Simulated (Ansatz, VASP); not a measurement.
## One calculation of AgCl, two programs

The input INCAR:

```
SYSTEM = AgCl
  PREC = Accurate
  ENCUT = 520
  EDIFF = 1E-8
  ISMEAR = -1
  SIGMA = 0.01
  LREAL = .False.
  LASPH = .True.
  NELM = 60
  ALGO = Normal
  ISIF = 2
  LWAVE = .False.
  LCHARG = .False.
  GGA = PE
  LEFG = .True.
  NBANDS = 16
```

File KPOINTS:

```
regular mesh
0
Gamma
  9 9 9
  0 0 0
```

The input POSCAR:

```
AgCl
1.0
    3.3309538100      0.0000000000      0.0000000000
    0.0000000000      3.3309538100      0.0000000000
    0.0000000000      0.0000000000      3.4339730000
Ag Cl
1 1
Direct
    0.0000000000      0.0000000000      0.0000000000
    0.5000000000      0.5000000000      0.5000000000
```

Input for Ansatz:

```yaml
crystal:
  lattice:
    - [3.33095381, 0.0, 0.0]
    - [0.0, 3.33095381, 0.0]
    - [0.0, 0.0, 3.433973]
  atoms:
    - { symbol: Ag, position: [0.0, 0.0, 0.0] }
    - { symbol: Cl, position: [0.5, 0.5, 0.5] }
kpoints:
  mp_grid: { grid: [9, 9, 9] }
scf:
  occupations: { method: fermi_dirac, width: 0.01 }
hamiltonian:
  xc: pbe
  pseudopotentials: { kind: all_electron, datasets: crystal }
output:
  forces: true
  stress: true
  eigenvalues: true
  efg: { contact_densities: true }
```

Change from the starting cell: equal xx and yy strain of -3 %, crystal datasets.

Alike in both runs: task electric field gradients; functional PBE; k mesh 9 × 9 × 9; occupations fermi-dirac, width 0.01 eV; no spin polarisation.

|  | VASP | Ansatz |
| --- | --- | --- |
| version | VASP 6.6.1 | Ansatz 0.2.0 |
| potentials or method | VASP PAW PBE potentials, release 64 (Ag, Cl), cutoff 520 eV | all-electron PAW with datasets made for the crystal, scalar-relativistic |

```csv
,VASP,Ansatz,Ansatz less VASP
gap on the k mesh at the Fermi level (eV),0.60,0.60,+0.001
pressure (GPa),3.1,3.2,+0.15
"traceless stress, the component that is largest in VASP (GPa)",-1.04,-1.04,+0.001
size of Vzz on the site where it differs most (V/Å²),2.9,3.9,+0.99
```

Ansatz ran all-electron here, and VASP with PAW potentials.
